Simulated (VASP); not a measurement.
TaGe3:

```xyz
4
Lattice="3.3626 0.0000 0.0000 0.0000 3.3626 0.0000 0.0000 0.0000 6.4937" Properties=species:S:1:pos:R:3 pbc="T T T"
Ta    0.0000    0.0000    0.0000
Ge    1.6813    1.6813    1.5361
Ge    1.6813    1.6813    4.9577
Ge    0.0000    0.0000    3.2469
```

The cell was generated, and may not be a known phase.

| Quantity | Value |
| --- | --- |
| Program | VASP 6.6.1 |
| Task | relaxation of cell and atoms |
| Functional | PBE |
| Potentials or basis | VASP PAW PBE potentials, release 64 (Ta_pv, Ge_d) |
| Cutoff | 600 eV |
| k mesh | 6 × 6 × 4 |
| Occupations | gaussian, width 0.1 eV |
| Spin | no spin polarisation |

At the start: pressure -3.4 GPa; volume 18.36 Å³/atom.

Problem. Where does the relaxation end?

Solution. Over 23 steps the energy falls by 207.8 meV/atom and the volume is 17.23 Å³/atom (-6.1 %); space group P4/mmm (No. 123, to 0.1 Å) before and after.

Step by step:
| step | energy change (eV) | largest force (eV/Å) | pressure (GPa) | volume (Å³) |
| --- | --- | --- | --- | --- |
| 1 | 0.0000 | 0.9041 | -3.43 | 73.43 |
| 2 | -0.1800 | 0.2609 | 2.93 | 69.28 |
| 3 | -0.1983 | 0.0089 | 5.34 | 67.96 |
| 4 | -0.3213 | 0.3110 | 5.46 | 67.77 |
| 5 | -0.4496 | 1.0816 | 6.48 | 67.40 |
| 6 | -0.2145 | 3.4515 | 11.54 | 66.40 |
| 7 | -0.4662 | 1.3771 | 6.86 | 67.25 |
| 8 | -0.5938 | 1.2968 | 2.47 | 69.33 |
| 9 | -0.6148 | 0.9852 | -5.58 | 74.46 |
| 10 | -0.6413 | 1.0838 | -3.42 | 72.64 |
| 11 | -0.6436 | 1.1518 | -1.47 | 71.47 |
| 12 | -0.6447 | 1.1276 | -2.25 | 71.86 |
| 13 | -0.7015 | 0.9493 | -2.11 | 71.43 |
| 14 | -0.8165 | 0.3137 | -1.39 | 70.13 |
| 15 | -0.5608 | 1.9906 | 4.17 | 67.50 |
| 16 | -0.8251 | 0.1800 | -0.86 | 69.79 |
| 17 | -0.8276 | 0.0389 | -0.60 | 69.47 |
| 18 | -0.8279 | 0.0209 | -0.60 | 69.56 |
| 19 | -0.8303 | 0.0664 | 0.06 | 69.12 |
| 20 | -0.8305 | 0.0772 | 0.08 | 69.01 |
| 21 | -0.8306 | 0.0960 | 0.55 | 68.77 |
| 22 | -0.8306 | 0.0861 | 0.41 | 68.89 |
| 23 | -0.8313 | 0.0331 | 0.12 | 68.93 |

Final structure:
```cif
data_structure
_symmetry_space_group_name_H-M 'P 1'
_symmetry_Int_Tables_number 1
_cell_length_a 3.5570
_cell_length_b 3.5570
_cell_length_c 5.4478
_cell_angle_alpha 90.000
_cell_angle_beta 90.000
_cell_angle_gamma 90.000
_cell_volume 68.93
loop_
_atom_site_label
_atom_site_type_symbol
_atom_site_fract_x
_atom_site_fract_y
_atom_site_fract_z
_atom_site_occupancy
Ta1 Ta 0.00000 0.00000 0.00000 1
Ge1 Ge 0.50000 0.50000 0.24652 1
Ge2 Ge 0.50000 0.50000 0.75348 1
Ge3 Ge 0.00000 0.00000 0.50000 1
```

Caveat: a cell axis changed by over 15 % at a fixed basis, so the end point is rough; an odd number of electrons without spin polarisation forces a metal; a magnetic or distorted state may lie lower.
